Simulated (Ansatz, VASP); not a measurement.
**Two plane-wave programs on TaN**

```
CELL_PARAMETERS angstrom
0.00000 2.24213 2.24213
2.24213 0.00000 2.24213
2.24213 2.24213 0.00000
ATOMIC_POSITIONS crystal
Ta 0.50000 0.50000 0.50000
N 0.00000 0.00000 0.00000
```

Alike in both runs: task single point; functional PBEsol; k mesh 16 × 16 × 16; occupations gaussian, width 0.1 eV; no spin polarisation.

```csv
,VASP,Ansatz
version,VASP 6.6.1,Ansatz 0.2.0
potentials or method,"VASP PAW PBE potentials, release 64 (Ta_pv, N), cutoff 520 eV","scalar-relativistic, plane waves, PAW"
valence electrons in the cell,16,18
```

```csv
,VASP,Ansatz,Ansatz less VASP
gap on the k mesh at the Fermi level (eV),none,none,-
pressure (GPa),-21.6,-22.2,-0.67
```

VASP's potentials were made for PBE, not for PBEsol. A gap of «none» marks a metal or a gap that the smearing closes. VASP's potentials hold 16 valence electrons a cell and Ansatz's 18, so a difference there can come from the potentials and not from the codes.

Neither program's run includes spin-orbit coupling.
